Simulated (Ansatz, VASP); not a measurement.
One calculation of Bi, two programs

```
Bi
1.0
     2.24515    1.29624    3.83884
    -2.24515    1.29624    3.83884
     0.00000   -2.59248    3.83884
Bi
2
Cartesian
  0.0000 0.0000 2.7307
  0.0000 0.0000 8.7858
```

Alike in both runs: task single point; functional LDA; k mesh 9 × 9 × 9; occupations methfessel-paxton of order 1, width 0.03 eV; no spin polarisation.

|  | VASP | Ansatz |
| --- | --- | --- |
| version | VASP 6.6.1 | Ansatz 0.2.0 |
| potentials or method | VASP PAW LDA potentials, release 64 (Bi_d), cutoff 520 eV | plane waves (420 eV) with PAW, scalar-relativistic |
| valence electrons in the cell | 30 | 30 |

```tsv
	VASP	Ansatz	Ansatz less VASP
pressure (GPa)	0.1	0.0	-0.09
traceless stress, the component that is largest in VASP (GPa)	-0.07	-0.06	+0.017
```

Ansatz warns that its potentials were made for another functional, while VASP's fit it. LDA's correlation is that of Perdew and Zunger in VASP and of Perdew and Wang (1992) in Ansatz.

Spin-orbit coupling is off throughout.
